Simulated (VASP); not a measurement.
A run of VASP 6.6.1 is set up as follows.

Contents of POSCAR:

```
Mg
1.0
    3.2093000000      0.0000000000      0.0000000000
   -1.6046500000      2.7793353300      0.0000000000
    0.0000000000      0.0000000000      5.2103000000
Mg
2
Direct
    0.3333333300      0.6666666700      0.2500000000
    0.6666666700      0.3333333300      0.7500000000
```

File INCAR.step1:

```
PREC = Accurate ; ENCUT = 520
ISMEAR = 0 ; SIGMA = 0.1
LREAL = False ; LASPH = True
NELM = 60 ; NBANDS = 9
GGA = PE ; ALGO = Normal
EDIFF = 1E-4 ; LWAVE = True
LCHARG = False
```

The input INCAR.step2:

```
PREC = Accurate ; ENCUT = 520
EDIFF = 1E-6 ; ISMEAR = 0
SIGMA = 0.1 ; LREAL = False
LASPH = True ; NELM = 60
ALGO = Normal ; ISIF = 2
LWAVE = False ; LCHARG = False
METAGGA = R2SCAN ; LMIXTAU = True
NBANDS = 9 ; ISTART = 1
```

Contents of KPOINTS:

```
Automatic mesh
0
Gamma
  6 6 4
```

Potentials or basis: VASP PAW PBE potentials, release 64 (Mg).

Command:

```console
$ cat potpaw_PBE.64/Mg/POTCAR > POTCAR
$ cp INCAR.step1 INCAR
$ mpirun -np 1 vasp_std > vasp.out
$ cp INCAR.step2 INCAR
$ mpirun -np 1 vasp_std > vasp.out
```

(1) Predict the band gap on the k mesh.

(2) Estimate the pressure.

Results:

(1) zero (band 2 reaches 2.84 eV, above the bottom of band 3 at 1.39 eV).

(2) -1.2 GPa.

Caveat: the k points lie up to 0.38 Å⁻¹ apart; the PAW data sets were made with another functional, which shifts forces and pressure a little.
